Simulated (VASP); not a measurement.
Here is a VASP 6.6.1 calculation.

INCAR

```
PREC = Accurate ; ENCUT = 500
EDIFF = 1E-6 ; ISMEAR = -1
SIGMA = 0.1 ; LREAL = F
LASPH = T ; NELM = 120
ALGO = Normal ; ISIF = 2
LWAVE = F ; LCHARG = F
GGA = PE ; NBANDS = 19
GGA_COMPAT = F
```

Contents of KPOINTS:

```
regular mesh
0
Gamma
  8 8 4
```

POSCAR

```
Cr
1.0
   -1.4250000000      1.4250000000      1.4250000000
    1.4250000000     -1.4250000000      1.4250000000
    2.8500000000      2.8500000000     -2.8500000000
Cr
2
Direct
   -0.0061403509     -0.0061403509     -0.2500000000
    0.0061403509      0.0061403509      0.2500000000
```

Potentials or basis: VASP PAW PBE potentials, release 64 (Cr_pv).

Launch:

```sh
$ cat potpaw_PBE.64/Cr_pv/POTCAR > POTCAR
$ mpirun -np 1 vasp_std > vasp.out
```

Q: Predict the largest force.

A: 0.085 eV/Å.

Q: Predict the pressure.

A: -0.5 GPa.

Q: What does it give for the band gap on the k mesh?

A: Zero (band 12 reaches 12.06 eV, above the bottom of band 13 at 10.46 eV).

Forces on the atoms (eV/Å):
```
Cr   0.000  0.000  0.085
Cr   0.000  0.000 -0.085
```

Caveat: the k points lie up to 0.39 Å⁻¹ apart; the run has no spin polarisation, though such a crystal can be magnetic. Spin polarisation is off, so any magnetic state and its effect on volume and gap are missing.
